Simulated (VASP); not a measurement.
Write the native input for VASP 6.6.1 that does the following.

```
Task                   : relaxation of cell and atoms
Functional             : PBE
Potentials or basis    : VASP PAW PBE potentials, release 64 (Ga_d, As)
Cutoff                 : 600 eV
k mesh                 : 12 × 12 × 6
Occupations            : gaussian, width 0.1 eV
Spin                   : no spin polarisation
Dipole correction      : no
Further INCAR settings : ALGO = Fast; EDIFF = 1e-06; IBRION = 2; EDIFFG = -0.01; NSW = 100; ISIF = 3
```

The structure of Ga3As lies in POSCAR:

```
Ga3As
1.0
    4.1747549086      0.0000000000      0.0000000000
   -2.0873774543      3.6154438054      0.0000000000
    0.0000000000      0.0000000000      7.8714107513
Ga As
3 1
Direct
    0.6666666667      0.3333333333      0.1654481380
    0.6666666667      0.3333333333      0.8345518620
    0.6666666667      0.3333333333      0.5000000000
    0.3333333333      0.6666666667      0.5000000000
```

The cell was generated, and may not be a known phase.

The input as run:

INCAR

```
SYSTEM = Ga3As
PREC = Accurate
ENCUT = 600
EDIFF = 1E-6
ISMEAR = 0
SIGMA = 0.1
LREAL = .False.
LASPH = .True.
NELM = 100
ALGO = Fast
ISIF = 3
LWAVE = .False.
LCHARG = .False.
GGA = PE
IBRION = 2
NSW = 100
EDIFFG = -0.01
```

KPOINTS

```
Automatic mesh
0
Gamma
  12 12 6
  0 0 0
```

Potentials or basis: VASP PAW PBE potentials, release 64 (Ga_d, As).

The run is started by

```sh
$ cat potpaw_PBE.64/Ga_d/POTCAR potpaw_PBE.64/As/POTCAR > POTCAR
$ mpirun -np 1 vasp_std > vasp.out
```

It gave:

```
Relaxed volume                        : 29.90 Å³/atom
Relaxed cell                          : a = 4.140 Å, b = 4.140 Å, c = 8.056 Å, α = 90.00°, β = 90.00°, γ = 120.00°
Space group after relaxing (to 0.1 Å) : P-6m2 (No. 187)
Energy gained by relaxing             : 3.4 meV/atom
Ionic steps                           : 10
Pressure after relaxing               : 0.0 GPa
Largest force after relaxing          : 0.009 eV/Å
Band gap on the k mesh                : zero (bands 22 and 23 overlap by 1.02 eV)
```

Wall time 26 min on 1 thread of Intel(R) Xeon(R) Platinum 8488C (Sapphire Rapids), with other jobs on the host, peak memory 0.46 GiB.
